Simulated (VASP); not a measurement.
# Li (P6/mmm) in VASP: notebook

Li is run at these levels: LDA; tasks: single point, relaxation of cell and atoms.

Everything below comes from runs of VASP 6.6.1. Logs are shortened: lines on timing, memory, paths and dates and some standing lists are left out, and cuts for length are marked.

**1. The cell of the first run**

The structure is hexagonal, space group P6/mmm (No. 191). The conventional cell has a = 4.830 Å, b = 4.830 Å, c = 2.823 Å, α = 90.00°, β = 90.00°, γ = 120.00°. Li (site symmetry 6/mmm) has 14 Li at 2.82 to 3.13 Å within 3.7 Å. Within 3.7 Å of Li (site symmetry -6m2) lie 11 Li at 2.79 to 3.13 Å.

This isn't the form of Li at room conditions, which is bcc.

**2. Single point, LDA**

File INCAR:

```
PREC = Accurate
ENCUT = 750
EDIFF = 1E-6
ISMEAR = -1
SIGMA = 0.1
LREAL = F
LASPH = T
NELM = 120
ALGO = Normal
ISIF = 2
LWAVE = F
LCHARG = T
LELF = T
LVHAR = T
NBANDS = 12
GGA_COMPAT = F
```

File KPOINTS:

```
regular mesh
0
Gamma
  6 6 9
```

File POSCAR:

```
Li
1.0
    4.8303754177      0.0000000000      0.0000000000
   -2.4151877088      4.1832278215      0.0000000000
    0.0000000000      0.0000000000      2.8233241671
Li
3
Direct
    0.0000000000      0.0000000000      0.0000000000
    0.6666666667      0.3333333333      0.5000000000
    0.3333333333      0.6666666667      0.5000000000
```

Potentials or basis: VASP PAW LDA potentials, release 64 (Li_sv).

Command:

```bash
$ cat potpaw_LDA.64/Li_sv/POTCAR > POTCAR
$ mpirun -np 1 vasp_std > vasp.out
```

OUTCAR:

```text
PREC = Accurate
   ENCUT = 750
   EDIFF = 1E-6
   ISMEAR = -1
   LREAL = F
   LASPH = T
   NELM = 120
   ISIF = 2

 ion  position               nearest neighbor table
   1  0.000  0.000  0.000-
   2  0.667  0.333  0.500-
   3  0.333  0.667  0.500-

  LATTYP: Found a hexagonal cell.
 ALAT       =     4.8303754177
 C/A-ratio  =     0.5844937345

  Lattice vectors:

 A1 = (   4.8303754177,   0.0000000000,   0.0000000000)
 A2 = (  -2.4151877088,   4.1832278215,   0.0000000000)
 A3 = (   0.0000000000,   0.0000000000,   2.8233241671)

Analysis of symmetry for initial positions (statically):
=====================================================================
 Subroutine PRICEL returns:
 Original cell was already a primitive cell.

 Routine SETGRP: Setting up the symmetry group for a
 hexagonal supercell.

 Subroutine GETGRP returns: Found 24 space group operations
 (whereof 24 operations were pure point group operations)
 out of a pool of 24 trial point group operations.

The static configuration has the point symmetry D_6h.

Analysis of symmetry for dynamics (positions and initial velocities):
=====================================================================
 Subroutine PRICEL returns:
 Original cell was already a primitive cell.

 Routine SETGRP: Setting up the symmetry group for a
 hexagonal supercell.

 Subroutine GETGRP returns: Found 24 space group operations
 (whereof 24 operations were pure point group operations)
 out of a pool of 24 trial point group operations.

The dynamic configuration has the point symmetry D_6h.

 Subroutine INISYM returns: Found 24 space group operations
 (whereof 24 operations are pure point group operations),
 and found     1 'primitive' translations

----------------------------------------------------------------------------------------

                                     Primitive cell

  volume of cell :      57.0497

  direct lattice vectors                    reciprocal lattice vectors
     4.830375418  0.000000000  0.000000000     0.207023246  0.119524927  0.000000000
    -2.415187709  4.183227822  0.000000000     0.000000000  0.239049854  0.000000000
     0.000000000  0.000000000  2.823324167     0.000000000  0.000000000  0.354192413

  length of vectors
     4.830375418  4.830375418  2.823324167     0.239049854  0.239049854  0.354192413

  position of ions in fractional coordinates (direct lattice)
     0.000000000  0.000000000  0.000000000
     0.666666667  0.333333333  0.500000000
     0.333333333  0.666666667  0.500000000

  ion indices of the primitive-cell ions
   primitive index   ion index
                 1           1
                 2           2
                 3           3

----------------------------------------------------------------------------------------

 KPOINTS: regular mesh

Automatic generation of k-mesh.
 Grid dimensions read from file:
 generate k-points for:    6    6    9

 Generating k-lattice:

  Cartesian coordinates                     Fractional coordinates (reciprocal lattice)
     0.034503874  0.019920821  0.000000000     0.166666667  0.000000000  0.000000000
     0.000000000  0.039841642  0.000000000     0.000000000  0.166666667  0.000000000
     0.000000000  0.000000000  0.039354713     0.000000000  0.000000000  0.111111111

  Length of vectors
     0.039841642  0.039841642  0.039354713

  Shift w.r.t. Gamma in fractional coordinates (k-lattice)
     0.000000000  0.000000000  0.000000000

 Subroutine IBZKPT returns following result:
 ===========================================

 Found     35 irreducible k-points:

 Following reciprocal coordinates:
            Coordinates               Weight
  0.000000  0.000000  0.000000      1.000000
  0.166667 -0.000000  0.000000      6.000000
  0.333333  0.000000  0.000000      6.000000
  0.500000  0.000000  0.000000      3.000000
  0.166667  0.166667  0.000000      6.000000
  0.333333  0.166667  0.000000     12.000000
[... 16 lines left out ...]
  0.166667 -0.000000  0.333333     12.000000
  0.333333  0.000000  0.333333     12.000000
 [... further k-points ...]
   k-points           NKPTS =     35   k-points in BZ     NKDIM =     35   number of bands    NBANDS=     12
   number of dos      NEDOS =    301   number of ions     NIONS =      3
   total plane-waves  NPLWV =  64512
   dimension x,y,z NGX =    48 NGY =   48 NGZ =   28
   dimension x,y,z NGXF=    96 NGYF=   96 NGZF=   56
   ions per type =               3
   NGX,Y,Z   is equivalent  to a cutoff of  16.52, 16.52, 16.49 a.u.
   NGXF,Y,Z  is equivalent  to a cutoff of  33.04, 33.04, 32.97 a.u.
 SYSTEM =  unknown system
   PREC   = accura    normal or accurate (medium, high low for compatibility)
   ISTART =      0    job   : 0-new  1-cont  2-samecut
   ICHARG =      2    charge: 1-file 2-atom 10-const
   ISPIN  =      1    spin polarized calculation?
   LNONCOLLINEAR =      F non collinear calculations
   LSORBIT =      F    spin-orbit coupling
   LASPH  =      T    aspherical Exc in radial PAW
   ENCUT  =  750.0 eV  55.12 Ry    7.42 a.u.  10.79 10.79  6.30*2*pi/ulx,y,z
   NELM   =    120;   NELMIN=  2; NELMDL= -5     # of ELM steps
   EDIFF  = 0.1E-05   stopping-criterion for ELM
   LREAL  =      F    real-space projection
   EDIFFG = 0.1E-04   stopping-criterion for IOM
   NSW    =      0    number of steps for IOM
   IBRION =     -1    ionic relax: 0-MD 1-quasi-New 2-CG
   NFREE  =      0    steps in history (QN), initial steepest desc. (CG)
   ISIF   =      2    stress and relaxation
   ISYM   =      2    0-nonsym 1-usesym 2-fastsym
   POTIM  = 0.5000    time-step for ionic-motion
   TEBEG  =    0.0;   TEEND  =   0.0 temperature during run
   PSTRESS=    0.0 pullay stress
   NELECT =       9.0000    total number of electrons
   NUPDOWN=      -1.0000    fix difference up-down
   EMIN   =  10.00;   EMAX   =-10.00  energy-range for DOS
   EFERMI =   0.00;   METHOD = LEGACY
   ISMEAR =    -1;   SIGMA  =   0.10  broadening in eV -4-tet -1-fermi 0-gaus
   EFERMI_NEDOS =   21; number of points for ismear=-14 and -15
   IALGO  =     38    algorithm
   IMIX   =      4    mixing-type and parameters
     AMIX     =   0.40;   BMIX     =  1.00
     AMIX_MAG =   1.60;   BMIX_MAG =  1.00
  volume/ion in A,a.u.               =      19.02       128.33
  Fermi-wavevector in a.u.,A,eV,Ry     =   0.884582  1.671617 10.646352  0.782485
  Thomas-Fermi vector in A             =   2.005501
   LORBIT       =      0    0 simple, 1 ext, 2 COOP (PROOUT), +10 PAW based schemes
   GGA     = CA    functional components
   LHFCALC =     F    Hartree Fock is set to
   AEXX    =    0.0000 exact exchange contribution
   IVDW    =     0    specifies the selected vdW correction
   LEPSILON=     F    determine dielectric tensor
   LRPA    =     F    only Hartree local field effects (RPA)
 non-spin polarized calculation
  energy-cutoff  :      750.00
  volume of cell :       57.05
 maximum number of plane-waves:      2713
 NGX is ok and might be reduce to    48
   NGX = 21   NGY = 21   NGZ = 13

 number of electron       9.0000008 magnetization

 Free energy of the ion-electron system (eV)
  ---------------------------------------------------
  ext. energy  EPLUGINS =         0.00000000
  ---------------------------------------------------
  free energy    TOTEN  =        -6.12356120 eV

  energy without entropy =       -6.07517291  energy(sigma->0) =       -6.09936706

 E-fermi :   0.8130     XC(G=0):  -7.3064

 val. band max:        0.6950069832   @ k =   0.1667   0.1667   0.0000
 cond. band min:       0.8449660623   @ k =   0.5000   0.0000   0.0000
 fundamental gap:      0.1499590791
 Fermi energy:         0.8129603386

 k-point     1 :       0.0000    0.0000    0.0000
  band No.  band energies     occupation
      1     -44.7942      2.00000
      2     -44.7653      2.00000
      3     -44.6614      2.00000
      4      -2.7956      2.00000
      5       2.9210      0.00000
      6       2.9210      0.00000
      7       2.9863      0.00000
      8       2.9863      0.00000
      9       6.9976      0.00000
     10       7.1791      0.00000
     11      11.3110      0.00000
     12      15.4932      0.00000

 k-point     2 :       0.1667   -0.0000    0.0000
  band No.  band energies     occupation
      1     -44.7924      2.00000
      2     -44.7669      2.00000
      3     -44.6616      2.00000
      4      -2.6250      2.00000
      5       1.4062      0.00529
      6       1.7832      0.00012
      7       3.9209      0.00000
      8       4.5852      0.00000
      9       7.5827      0.00000
     10       7.8555      0.00000
     11      11.5281      0.00000
     12      14.2950      0.00000

 k-point     3 :       0.3333    0.0000    0.0000
  band No.  band energies     occupation
      1     -44.7876      2.00000
      2     -44.7712      2.00000
      3     -44.6620      2.00000
      4      -2.1130      2.00000
      5      -0.0688      1.99970
      6       1.0797      0.12984
      7       4.1113      0.00000
      8       6.6649      0.00000
      9       8.7467      0.00000
     10       9.8996      0.00000
     11      11.9643      0.00000
     12      12.1713      0.00000
[... 286 lines left out ...]
 k-point    23 :       0.1667   -0.0000    0.3333
  band No.  band energies     occupation
      1     -44.7793      2.00000
      2     -44.7555      2.00000
      3     -44.6501      2.00000
      4      -1.1255      2.00000
      5       2.7822      0.00000
      6       3.7984      0.00000
      7       3.8494      0.00000
      8       5.8408      0.00000
      9       6.5155      0.00000
     10       7.1317      0.00000
     11       9.0673      0.00000
     12      10.2245      0.00000

 k-point    24 :       0.3333    0.0000    0.3333
  band No.  band energies     occupation
      1     -44.7751      2.00000
      2     -44.7596      2.00000
      3     -44.6502      2.00000
      4      -0.6018      2.00000
      5       1.4616      0.00304
      6       3.1053      0.00000
      7       3.8672      0.00000
      8       5.9345      0.00000
      9       7.6150      0.00000
     10       8.2280      0.00000
     11       8.8124      0.00000
     12       9.8680      0.00000

 [... further k-points ...]

------------------------ aborting loop because EDIFF is reached ----------------------------------------

  FORCE on cell =-STRESS in cart. coord.  units (eV):
  Direction    XX          YY          ZZ          XY          YZ          ZX
  --------------------------------------------------------------------------------------
  -------------------------------------------------------------------------------------
  Total       -0.0548613     -0.0548613     -0.0555756     -0.0000000      0.0000000      0.0000000
  in kB       -1.5407203     -1.5407203     -1.5607790     -0.0000000      0.0000000      0.0000000
  external PRESSURE =      -1.5474065 kB  Pullay stress =       0.0000000 kB

 VOLUME and BASIS-vectors are now :
 -----------------------------------------------------------------------------
  energy-cutoff  :      750.00
  volume of cell :       57.05
      direct lattice vectors                 reciprocal lattice vectors
     4.830375418  0.000000000  0.000000000     0.207023246  0.119524927  0.000000000
    -2.415187709  4.183227822  0.000000000     0.000000000  0.239049854  0.000000000
     0.000000000  0.000000000  2.823324167     0.000000000  0.000000000  0.354192413

 POSITION                                       TOTAL-FORCE (eV/Angst)
 -----------------------------------------------------------------------------------
      0.00000      0.00000      0.00000        -0.000000      0.000000      0.000000
      2.41519      1.39441      1.41166         0.000000     -0.000000      0.000000
     -0.00000      2.78882      1.41166        -0.000000     -0.000000     -0.000000
 -----------------------------------------------------------------------------------
    total drift:                               -0.000000      0.000000     -0.000000

  FREE ENERGIE OF THE ION-ELECTRON SYSTEM (eV)
  ---------------------------------------------------
  free  energy   TOTEN  =        -6.1235612035 eV

  energy  without entropy=       -6.0751729142  energy(sigma->0) =       -6.09936706
```

It took 61 s on 1 thread of Intel Xeon 8259CL, shared host; peak memory 0.19 GiB.

Results:

```
Free energy            : -6.1236 eV
Pressure               : -0.2 GPa
Band gap on the k mesh : zero (an odd number of electrons rules out a gap without spin polarisation)
```

Levels at points of the mesh, in eV from the Fermi level:
```tsv
k point	band 2	band 3	band 4	band 5	band 6	band 7
(0.00, 0.00, 0.00)	-45.58	-45.47	-3.61	2.11	2.11	2.17
(0.50, 0.00, 0.00)	-45.59	-45.48	-2.08	-2.06	0.03	3.30
```

**3. Relaxation of cell and atoms, LDA**

This run uses another cell than the first one, of 20.42 Å³/atom.

File INCAR:

```
SYSTEM = Li
ALGO = Normal ; EDIFF = 1E-7
EDIFFG = -0.03 ; ENCUT = 750
GGA_COMPAT = .FALSE. ; IBRION = 2
ISIF = 3 ; ISMEAR = -1
LASPH = .TRUE. ; LCHARG = .FALSE.
LREAL = .FALSE. ; LWAVE = .FALSE.
NELM = 120 ; NELMIN = 4
NSW = 80 ; PREC = Accurate
SIGMA = 0.1
```

File KPOINTS:

```
k-points
0
G
  6 6 9
  0 0 0
```

File POSCAR:

```
Li
1.0
    4.9488670000      0.0000000000      0.0000000000
   -2.4744335000      4.2858445420      0.0000000000
    0.0000000000      0.0000000000      2.8888430000
Li
3
Direct
    0.0000000000      0.0000000000      0.0000000000
    0.6666670000      0.3333330000      0.5000000000
    0.3333330000      0.6666670000      0.5000000000
```

Potentials or basis: VASP PAW LDA potentials, release 64 (Li_sv).

Command:

```bash
$ cat potpaw_LDA.64/Li_sv/POTCAR > POTCAR
$ mpirun -np 1 vasp_std > vasp.out
```

It took 1.8 min on 1 thread of Intel Xeon 8259CL, shared host; peak memory 0.19 GiB.

It converged, with:

- Free energy: -6.1263 eV
- Relaxed volume: 19.09 Å³/atom
- Relaxed cell: a = 4.834 Å, b = 4.834 Å, c = 2.829 Å, α = 90.00°, β = 90.00°, γ = 120.00°
- Space group after relaxing (to 0.1 Å): P6/mmm (No. 191)
- Energy gained by relaxing: 5.4 meV/atom
- Ionic steps: 3
- Pressure after relaxing: -0.2 GPa
- Band gap on the k mesh: zero (an odd number of electrons rules out a gap without spin polarisation)

Step by step:
```tsv
step	energy change (eV)	largest force (eV/Å)	pressure (GPa)	volume (Å³)
1	0.0000	0.0000	-1.08	61.27
2	-0.0073	0.0000	-0.83	60.06
3	-0.0162	0.0000	-0.16	57.27
```

Final structure:
```yaml
crystal:
  lattice:
    - [4.83442, 0.00000, 0.00000]
    - [-2.41721, 4.18673, 0.00000]
    - [0.00000, 0.00000, 2.82940]
  atoms:
    - { symbol: Li, position: [0.00000, 0.00000, 0.00000] }
    - { symbol: Li, position: [0.66667, 0.33333, 0.50000] }
    - { symbol: Li, position: [0.33333, 0.66667, 0.50000] }
```

Levels at points of the mesh, in eV from the Fermi level:
| k point | band 1 | band 2 | band 3 | band 4 | band 5 | band 6 | band 7 | band 8 |
| --- | --- | --- | --- | --- | --- | --- | --- | --- |
| (0.00, 0.00, 0.00) | -45.61 | -45.58 | -45.48 | -3.60 | 2.11 | 2.11 | 2.18 | 2.18 |
| (0.50, 0.00, 0.00) | -45.60 | -45.59 | -45.48 | -2.08 | -2.05 | 0.04 | 3.29 | 8.30 |

The gap in the log of VASP goes by the Fermi energy; the results here count the filled bands.